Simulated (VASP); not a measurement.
Set up this calculation in VASP 6.6.1, as the native input.

```yaml
Task: single point
Functional: LDA
Potentials_or_basis: VASP PAW LDA potentials, release 64 (Ti_sv, H)
Cutoff: 520 eV
k_mesh: 11 × 11 × 11
Occupations: fermi-dirac, width 0.05 eV
Spin: no spin polarisation
Dipole_correction: no
Further_INCAR_settings: ALGO = Normal; EDIFF = 1e-07; NBANDS = 14
```

The structure of TiH lies in POSCAR:

```
TiH
1.0
    0.0000000000      2.0519661503      2.0519661503
    2.0519661503      0.0000000000      2.0519661503
    2.0519661503      2.0519661503      0.0000000000
Ti H
1 1
Direct
    0.0000000000      0.0000000000      0.0000000000
    0.5000000000      0.5000000000      0.5000000000
```

The input as run:

INCAR

```
SYSTEM = TiH
PREC = Accurate
ENCUT = 520
EDIFF = 1E-7
ISMEAR = -1
SIGMA = 0.05
LREAL = .False.
LASPH = .True.
NELM = 100
ALGO = Normal
ISIF = 2
LWAVE = .False.
LCHARG = .True.
LELF = .True.
LVHAR = .True.
NBANDS = 14
```

KPOINTS

```
Automatic mesh
0
Gamma
  11 11 11
  0 0 0
```

Potentials or basis: VASP PAW LDA potentials, release 64 (Ti_sv, H).

Command:

```bash
$ cat potpaw_LDA.64/Ti_sv/POTCAR potpaw_LDA.64/H/POTCAR > POTCAR
$ mpirun -np 1 vasp_std > vasp.out
```

Results of the run:

```yaml
Pressure: 0.1 GPa
```

It took 5.1 s on 1 thread of Intel(R) Xeon(R) 6975P-C (Granite Rapids) (shared host), peak memory 0.13 GiB.
